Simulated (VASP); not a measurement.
Al: single point with PBE

Crystal: Al.

```
CELL_PARAMETERS angstrom
0.00000 2.01946 2.01946
2.01946 0.00000 2.01946
2.01946 2.01946 0.00000
ATOMIC_POSITIONS crystal
Al 0.00000 0.00000 0.00000
```

```yaml
Program: VASP 6.6.1
Task: single point
Functional: PBE
Potentials_or_basis: VASP PAW PBE potentials, release 64 (Al)
Cutoff: 500 eV
k_mesh: 6 × 6 × 6
Occupations: gaussian, width 0.1 eV
Spin: collinear spin, ferromagnetic start
Starting_moments: "[2.0] μB"
Dipole_correction: no
Further_INCAR_settings: ALGO = Normal; EDIFF = 1e-06; NBANDS = 12
```

| Property | Result |
| --- | --- |
| Pressure | 0.6 GPa |
| Net moment | 0.00 μB per cell |
| Valence electrons inside the program's atomic spheres | Al 0.77 |

Levels at points of the mesh, in eV from the Fermi level:
Spin up:
| k point | band 1 | band 2 | band 3 | band 4 |
| --- | --- | --- | --- | --- |
| (0.00, 0.00, 0.00) | -11.52 | 12.25 | 12.25 | 12.25 |
| (0.50, 0.00, 0.00) | -4.98 | -4.76 | 11.05 | 11.05 |
| (0.50, 0.50, 0.00) | -3.31 | -1.98 | 4.88 | 5.23 |
Spin down:
```
           k point  band 1  band 2  band 3  band 4  band 5
(0.00, 0.00, 0.00)  -11.52   12.25   12.25   12.25   13.76
(0.50, 0.00, 0.00)   -4.98   -4.76   11.05   11.05   11.09
(0.50, 0.50, 0.00)   -3.31   -1.98    4.88    5.23    5.23
```

Run time: 19 s on 1 thread of AMD EPYC 7R13, on a shared host, peak memory 0.11 GiB.

Caveat: the k points lie up to 0.45 Å⁻¹ apart.
